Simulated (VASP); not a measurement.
# Ru (P6_3/mmc) in VASP: notebook

Ru is run at these levels: PBE, r2SCAN; tasks: single point.

Everything below comes from runs of VASP 6.6.1. Logs are shortened: lines on timing, memory, paths and dates and some standing lists are left out, and cuts for length are marked.

## 1. The cell of the first run

The structure is hexagonal, space group P6_3/mmc (No. 194). The conventional cell has a = 2.708 Å, b = 2.708 Å, c = 4.268 Å, α = 90.00°, β = 90.00°, γ = 120.00°. Ru (site symmetry -6m2) has 12 Ru at 2.65 to 2.71 Å within 3.5 Å.

## 2. Single point, PBE

The input, INCAR:

```
  PREC = Accurate
  ENCUT = 520
  EDIFF = 1E-6
  ISMEAR = -1
  SIGMA = 0.1
  LREAL = False
  LASPH = True
  NELM = 100
  ALGO = Normal
  ISIF = 2
  LWAVE = False
  LCHARG = False
  GGA = PE
  NBANDS = 21
```

The input, KPOINTS:

```
Automatic mesh
0
Gamma
  9 9 5
```

The input, POSCAR:

```
Ru
1.0
    2.7078260000      0.0000000000      0.0000000000
   -1.3539130000      2.3450460000      0.0000000000
    0.0000000000      0.0000000000      4.2681020000
Ru
2
Direct
    0.3333330000      0.6666670000      0.2500000000
    0.6666670000      0.3333330000      0.7500000000
```

Potentials or basis: VASP PAW PBE potentials, release 64 (Ru_pv).

The run is started by

```
$ cat potpaw_PBE.64/Ru_pv/POTCAR > POTCAR
$ mpirun -np 1 vasp_std > vasp.out
```

OUTCAR:

```text
PREC = Accurate
   ENCUT = 520
   EDIFF = 1E-6
   ISMEAR = -1
   LREAL = False
   LASPH = True
   NELM = 100
   ISIF = 2
   GGA = PE

 ion  position               nearest neighbor table
   1  0.333  0.667  0.250-   2 2.65   2 2.65   2 2.65   2 2.65   2 2.65   2 2.65
   2  0.667  0.333  0.750-   1 2.65   1 2.65   1 2.65   1 2.65   1 2.65   1 2.65

  LATTYP: Found a hexagonal cell.
 ALAT       =     2.7078260000
 C/A-ratio  =     1.5762098451

  Lattice vectors:

 A1 = (   2.7078260000,   0.0000000000,   0.0000000000)
 A2 = (  -1.3539130000,   2.3450460000,   0.0000000000)
 A3 = (   0.0000000000,   0.0000000000,   4.2681020000)

Analysis of symmetry for initial positions (statically):
=====================================================================
 Subroutine PRICEL returns:
 Original cell was already a primitive cell.

 Routine SETGRP: Setting up the symmetry group for a
 hexagonal supercell.

 Subroutine GETGRP returns: Found 24 space group operations
 (whereof 12 operations were pure point group operations)
 out of a pool of 24 trial point group operations.

The static configuration has the point symmetry D_3d.
 The point group associated with its full space group is D_6h.

Analysis of symmetry for dynamics (positions and initial velocities):
=====================================================================
 Subroutine PRICEL returns:
 Original cell was already a primitive cell.

 Routine SETGRP: Setting up the symmetry group for a
 hexagonal supercell.

 Subroutine GETGRP returns: Found 24 space group operations
 (whereof 12 operations were pure point group operations)
 out of a pool of 24 trial point group operations.

The dynamic configuration has the point symmetry D_3d.
 The point group associated with its full space group is D_6h.

 Subroutine INISYM returns: Found 24 space group operations
 (whereof 12 operations are pure point group operations),
 and found     1 'primitive' translations

----------------------------------------------------------------------------------------

                                     Primitive cell

  volume of cell :      27.1023

  direct lattice vectors                    reciprocal lattice vectors
     2.707826000  0.000000000  0.000000000     0.369299948  0.213215434  0.000000000
    -1.353913000  2.345046000  0.000000000     0.000000000  0.426430867  0.000000000
     0.000000000  0.000000000  4.268102000     0.000000000  0.000000000  0.234296181

  length of vectors
     2.707826000  2.707825909  4.268102000     0.426430853  0.426430867  0.234296181

  position of ions in fractional coordinates (direct lattice)
     0.333333000  0.666667000  0.250000000
     0.666667000  0.333333000  0.750000000

  ion indices of the primitive-cell ions
   primitive index   ion index
                 1           1
                 2           2

----------------------------------------------------------------------------------------

 KPOINTS: Automatic mesh

Automatic generation of k-mesh.
 Grid dimensions read from file:
 generate k-points for:    9    9    5

 Generating k-lattice:

  Cartesian coordinates                     Fractional coordinates (reciprocal lattice)
     0.041033328  0.023690604  0.000000000     0.111111111  0.000000000  0.000000000
     0.000000000  0.047381207  0.000000000     0.000000000  0.111111111  0.000000000
     0.000000000  0.000000000  0.046859236     0.000000000  0.000000000  0.200000000

  Length of vectors
     0.047381206  0.047381207  0.046859236

  Shift w.r.t. Gamma in fractional coordinates (k-lattice)
     0.000000000  0.000000000  0.000000000

 Subroutine IBZKPT returns following result:
 ===========================================

 Found     36 irreducible k-points:

 Following reciprocal coordinates:
            Coordinates               Weight
  0.000000  0.000000  0.000000      1.000000
  0.111111  0.000000  0.000000      6.000000
  0.222222 -0.000000  0.000000      6.000000
  0.333333  0.000000  0.000000      6.000000
  0.444444 -0.000000  0.000000      6.000000
  0.111111  0.111111  0.000000      6.000000
[... 16 lines left out ...]
  0.333333  0.222222  0.200000     24.000000
  0.333333  0.333333  0.200000      4.000000
 [... further k-points ...]
   k-points           NKPTS =     36   k-points in BZ     NKDIM =     36   number of bands    NBANDS=     21
   number of dos      NEDOS =    301   number of ions     NIONS =      2
   total plane-waves  NPLWV =  12800
   dimension x,y,z NGX =    20 NGY =   20 NGZ =   32
   dimension x,y,z NGXF=    40 NGYF=   40 NGZF=   64
   ions per type =               2
   NGX,Y,Z   is equivalent  to a cutoff of  12.28, 12.28, 12.46 a.u.
   NGXF,Y,Z  is equivalent  to a cutoff of  24.56, 24.56, 24.93 a.u.
 SYSTEM =  unknown system
   PREC   = accura    normal or accurate (medium, high low for compatibility)
   ISTART =      0    job   : 0-new  1-cont  2-samecut
   ICHARG =      2    charge: 1-file 2-atom 10-const
   ISPIN  =      1    spin polarized calculation?
   LNONCOLLINEAR =      F non collinear calculations
   LSORBIT =      F    spin-orbit coupling
   LASPH  =      T    aspherical Exc in radial PAW
   ENCUT  =  520.0 eV  38.22 Ry    6.18 a.u.   5.03  5.03  7.94*2*pi/ulx,y,z
   NELM   =    100;   NELMIN=  2; NELMDL= -5     # of ELM steps
   EDIFF  = 0.1E-05   stopping-criterion for ELM
   LREAL  =      F    real-space projection
   EDIFFG = 0.1E-04   stopping-criterion for IOM
   NSW    =      0    number of steps for IOM
   IBRION =     -1    ionic relax: 0-MD 1-quasi-New 2-CG
   NFREE  =      0    steps in history (QN), initial steepest desc. (CG)
   ISIF   =      2    stress and relaxation
   ISYM   =      2    0-nonsym 1-usesym 2-fastsym
   POTIM  = 0.5000    time-step for ionic-motion
   TEBEG  =    0.0;   TEEND  =   0.0 temperature during run
   PSTRESS=    0.0 pullay stress
   NELECT =      28.0000    total number of electrons
   NUPDOWN=      -1.0000    fix difference up-down
   EMIN   =  10.00;   EMAX   =-10.00  energy-range for DOS
   EFERMI =   0.00;   METHOD = LEGACY
   ISMEAR =    -1;   SIGMA  =   0.10  broadening in eV -4-tet -1-fermi 0-gaus
   EFERMI_NEDOS =   21; number of points for ismear=-14 and -15
   IALGO  =     38    algorithm
   IMIX   =      4    mixing-type and parameters
     AMIX     =   0.40;   BMIX     =  1.00
     AMIX_MAG =   1.60;   BMIX_MAG =  1.00
  volume/ion in A,a.u.               =      13.55        91.45
  Fermi-wavevector in a.u.,A,eV,Ry     =   1.654977  3.127452 37.265646  2.738948
  Thomas-Fermi vector in A             =   2.743152
   LORBIT       =      0    0 simple, 1 ext, 2 COOP (PROOUT), +10 PAW based schemes
   GGA     = PE    functional components
   LHFCALC =     F    Hartree Fock is set to
   AEXX    =    0.0000 exact exchange contribution
   IVDW    =     0    specifies the selected vdW correction
   LEPSILON=     F    determine dielectric tensor
   LRPA    =     F    only Hartree local field effects (RPA)
 non-spin polarized calculation
  energy-cutoff  :      520.00
  volume of cell :       27.10
 maximum number of plane-waves:       744
   NGX = 11   NGY = 11   NGZ = 15

 number of electron      28.0000006 magnetization

 Free energy of the ion-electron system (eV)
  ---------------------------------------------------
  ext. energy  EPLUGINS =         0.00000000
  ---------------------------------------------------
  free energy    TOTEN  =       -18.51178444 eV

  energy without entropy =      -18.46319496  energy(sigma->0) =      -18.48748970

 E-fermi :  12.9518     XC(G=0): -14.1322

 val. band max:       12.9257326825   @ k =   0.4444  -0.0000   0.2000
 cond. band min:      12.9629370769   @ k =   0.1111   0.1111   0.4000
 fundamental gap:      0.0372043944
 Fermi energy:        12.9517927005

 k-point     1 :       0.0000    0.0000    0.0000
  band No.  band energies     occupation
      1     -30.7845      2.00000
      2     -29.8572      2.00000
      3     -29.8572      2.00000
      4     -29.6827      2.00000
      5     -29.6827      2.00000
      6     -29.6247      2.00000
[... 13 lines left out ...]
     20      23.2821      0.00000
     21      23.3355      0.00000

 k-point     2 :       0.1111    0.0000    0.0000
  band No.  band energies     occupation
      1     -30.7426      2.00000
      2     -29.9440      2.00000
      3     -29.8866      2.00000
      4     -29.7730      2.00000
      5     -29.6946      2.00000
      6     -29.6448      2.00000
[... 13 lines left out ...]
     20      23.2821      0.00000
     21      23.3122      0.00000

 k-point     3 :       0.2222   -0.0000    0.0000
  band No.  band energies     occupation
      1     -30.6269      2.00000
      2     -30.1640      2.00000
      3     -29.9940      2.00000
      4     -29.9573      2.00000
      5     -29.7276      2.00000
      6     -29.7050      2.00000
[... 13 lines left out ...]
     20      23.2821      0.00000
     21      23.2920      0.00000

 k-point     4 :       0.3333    0.0000    0.0000
  band No.  band energies     occupation
      1     -30.4675      2.00000
      2     -30.4140      2.00000
      3     -30.2334      2.00000
      4     -30.0337      2.00000
      5     -29.8012      2.00000
      6     -29.7681      2.00000
[... 13 lines left out ...]
     20      23.2813      0.00000
     21      23.2831      0.00000

 k-point     5 :       0.4444   -0.0000    0.0000
  band No.  band energies     occupation
      1     -30.5765      2.00000
      2     -30.3836      2.00000
      3     -30.3245      2.00000
      4     -30.0819      2.00000
      5     -29.9025      2.00000
      6     -29.7957      2.00000
[... 13 lines left out ...]
     20      23.2815      0.00000
     21      23.8007      0.00000
[... 382 lines left out ...]
     20      23.2801      0.00000
     21      23.9527      0.00000

 k-point    22 :       0.2222    0.2222    0.2000
  band No.  band energies     occupation
      1     -30.5129      2.00000
      2     -30.4161      2.00000
      3     -30.1591      2.00000
      4     -30.1257      2.00000
      5     -29.9296      2.00000
      6     -29.8152      2.00000
[... 13 lines left out ...]
     20      23.2815      0.00000
     21      24.5467      0.00000

 k-point    23 :       0.3333    0.2222    0.2000
  band No.  band energies     occupation
      1     -30.5398      2.00000
      2     -30.4390      2.00000
      3     -30.2713      2.00000
      4     -30.0824      2.00000
      5     -30.0121      2.00000
      6     -29.8823      2.00000
[... 13 lines left out ...]
     20      23.2785      0.00000
     21      23.3266      0.00000

 k-point    24 :       0.3333    0.3333    0.2000
  band No.  band energies     occupation
      1     -30.4305      2.00000
      2     -30.4159      2.00000
      3     -30.4159      2.00000
      4     -30.1293      2.00000
      5     -29.9660      2.00000
      6     -29.9660      2.00000
[... 13 lines left out ...]
     20      23.2819      0.00000
     21      23.2820      0.00000

 [... further k-points ...]
[... 5 lines left out ...]
  --------------------------------------------------------------------------------------
  -------------------------------------------------------------------------------------
  Total        0.7839385      0.7839384      0.9745160     -0.0000000     -0.0000000      0.0000000
  in kB       46.3431598     46.3431556     57.6093059     -0.0000000     -0.0000000      0.0000000
  external PRESSURE =      50.0985404 kB  Pullay stress =       0.0000000 kB

 VOLUME and BASIS-vectors are now :
 -----------------------------------------------------------------------------
  energy-cutoff  :      520.00
  volume of cell :       27.10
      direct lattice vectors                 reciprocal lattice vectors
     2.707826000  0.000000000  0.000000000     0.369299948  0.213215434  0.000000000
    -1.353913000  2.345046000  0.000000000     0.000000000  0.426430867  0.000000000
     0.000000000  0.000000000  4.268102000     0.000000000  0.000000000  0.234296181

 POSITION                                       TOTAL-FORCE (eV/Angst)
 -----------------------------------------------------------------------------------
     -0.00000      1.56336      1.06703        -0.000000      0.000000      0.000000
      1.35391      0.78168      3.20108         0.000000      0.000000      0.000000
 -----------------------------------------------------------------------------------
    total drift:                               -0.000446      0.000242     -0.000044

  FREE ENERGIE OF THE ION-ELECTRON SYSTEM (eV)
  ---------------------------------------------------
  free  energy   TOTEN  =       -18.5117844434 eV

  energy  without entropy=      -18.4631949557  energy(sigma->0) =      -18.48748970
```

Run time: 7.8 s. Hardware: 1 thread of Intel Xeon 6975P-C (Granite Rapids), shared host; peak memory 0.14 GiB.

Results:

| Item | Value |
| --- | --- |
| Free energy | -18.5118 eV |
| Pressure | 5.0 GPa |
| Band gap on the k mesh | zero (band 14 reaches 14.33 eV, above the bottom of band 15 at 11.29 eV) |

Stress tensor (GPa, compression positive):
```
4.63 0.00 0.00
0.00 4.63 0.00
0.00 0.00 5.76
```

Levels at points of the mesh, in eV from the Fermi level:
| k point | band 12 | band 13 | band 14 | band 15 | band 16 | band 17 |
| --- | --- | --- | --- | --- | --- | --- |
| (0.00, 0.00, 0.00) | -2.00 | -2.00 | -1.50 | -1.50 | 1.11 | 1.11 |

## 3. Single point, r2SCAN

POSCAR is that of step 2.

The input, INCAR.step1:

```
SYSTEM = Ru
ALGO     = Normal         ! electronic algorithm
EDIFF    = 1E-4           ! SCF threshold, eV
ENCUT    = 520            ! plane-wave cutoff, eV
GGA      = PE             ! functional
ISMEAR   = -1             ! smearing method
LASPH    = .True.         ! aspherical terms in the spheres
LCHARG   = .False.        ! write CHGCAR
LREAL    = .False.        ! projectors in reciprocal space
LWAVE    = .True.         ! write WAVECAR
NBANDS   = 21             ! bands
NELM     = 60             ! most SCF steps
PREC     = Accurate       ! precision mode
SIGMA    = 0.1            ! smearing width, eV
```

The input, INCAR.step2:

```
SYSTEM = Ru
ALGO     = Normal         ! electronic algorithm
EDIFF    = 1E-7           ! SCF threshold, eV
ENCUT    = 520            ! plane-wave cutoff, eV
ISIF     = 2              ! what is computed and relaxed
ISMEAR   = -1             ! smearing method
ISTART   = 1            
LASPH    = .True.         ! aspherical terms in the spheres
LCHARG   = .False.        ! write CHGCAR
LMIXTAU  = .True.       
LREAL    = .False.        ! projectors in reciprocal space
LWAVE    = .False.        ! write WAVECAR
METAGGA  = R2SCAN         ! meta-GGA
NBANDS   = 21             ! bands
NELM     = 60             ! most SCF steps
PREC     = Accurate       ! precision mode
SIGMA    = 0.1            ! smearing width, eV
```

The input, KPOINTS:

```
k-points
0
Gamma
  9 9 5
  0 0 0
```

Potentials or basis: VASP PAW PBE potentials, release 64 (Ru_pv).

The run is started by

```
$ cat potpaw_PBE.64/Ru_pv/POTCAR > POTCAR
$ cp INCAR.step1 INCAR
$ mpirun -np 1 vasp_std > vasp.out
$ cp INCAR.step2 INCAR
$ mpirun -np 1 vasp_std > vasp.out
```

Run time: 32 s. Hardware: 1 thread of Intel Xeon 6975P-C (Granite Rapids), shared host; peak memory 0.14 GiB.

Results (log left out):

```yaml
Free_energy: -50.9071 eV
Pressure: 0.0 GPa
Band_gap_on_the_k_mesh: zero (band 14 reaches 14.28 eV, above the bottom of band 15 at 11.11 eV)
```

Stress tensor (GPa, compression positive):
```
-0.21  0.00  0.00
 0.00 -0.21  0.00
 0.00  0.00  0.41
```

Levels at points of the mesh, in eV from the Fermi level:
```csv
k point,band 12,band 13,band 14,band 15,band 16,band 17
"(0.00, 0.00, 0.00)",-2.09,-2.09,-1.58,-1.58,1.15,1.15
```

Caveat: the PAW data sets were made with another functional, which shifts forces and pressure a little.

## 4. Single point, PBE, non-collinear spin, zero start, spin-orbit coupling

The input, INCAR:

```
SYSTEM = Ru
PREC = Accurate
ENCUT = 520
EDIFF = 1E-6
ISMEAR = -1
SIGMA = 0.1
LREAL = .False.
LASPH = .True.
NELM = 150
ALGO = Normal
ISIF = 2
LWAVE = .False.
LCHARG = .True.
MAGMOM = 0 0 0 0 0 0
LORBIT = 11
LSORBIT = .True.
GGA_COMPAT = .False.
LORBMOM = .True.
LMAXMIX = 4
GGA = PE
LVHAR = .True.
NBANDS = 40
```

The input, KPOINTS:

```
regular mesh
0
Gamma
  9 9 5
  0 0 0
```

POSCAR is that of step 3.

The run is started by

```
$ cat potpaw_PBE.64/Ru_pv/POTCAR > POTCAR
$ mpirun -np 1 vasp_ncl > vasp.out
```

It took 64 s on 1 thread of AMD EPYC 7R13 (Zen 3), shared host; peak memory 0.19 GiB.

It converged, with:

```yaml
Free_energy: -18.7761 eV
Pressure: 5.2 GPa
Net_moment: 0.00 μB per cell
Valence_electrons_inside_the_program's_atomic_spheres: Ru 12.68
```

Stress tensor (GPa, compression positive):
```
4.86 0.00 0.00
0.00 4.86 0.00
0.00 0.00 5.96
```

Moments on the atoms (μB; x, y, z):
```
Ru  0.00 0.00 0.00
Ru  0.00 0.00 0.00
```

## 5. Overview

| level | spin | gap on the mesh (eV) | pressure (GPa) |
| --- | --- | --- | --- |
| PBE | off | none | 5.0 |
| r2SCAN | off | none | 0.0 |
| PBE | non-collinear, zero start, SOC | - | 5.2 |

Alike in all rows: task single point; potentials or basis VASP PAW PBE potentials, release 64 (Ru_pv); cell as given; k mesh 9 × 9 × 5; cutoff (eV) 520; smearing fermi-dirac 0.1 eV.

The pressure there spans 0.0 GPa (r2SCAN) to 5.2 GPa (PBE); a positive pressure means that this level wants a larger cell, a negative one a smaller.

Caveats: the PAW data sets were made with another functional, which shifts forces and pressure a little (some runs).

Absolute energies hang on the potentials; compare differences alone.
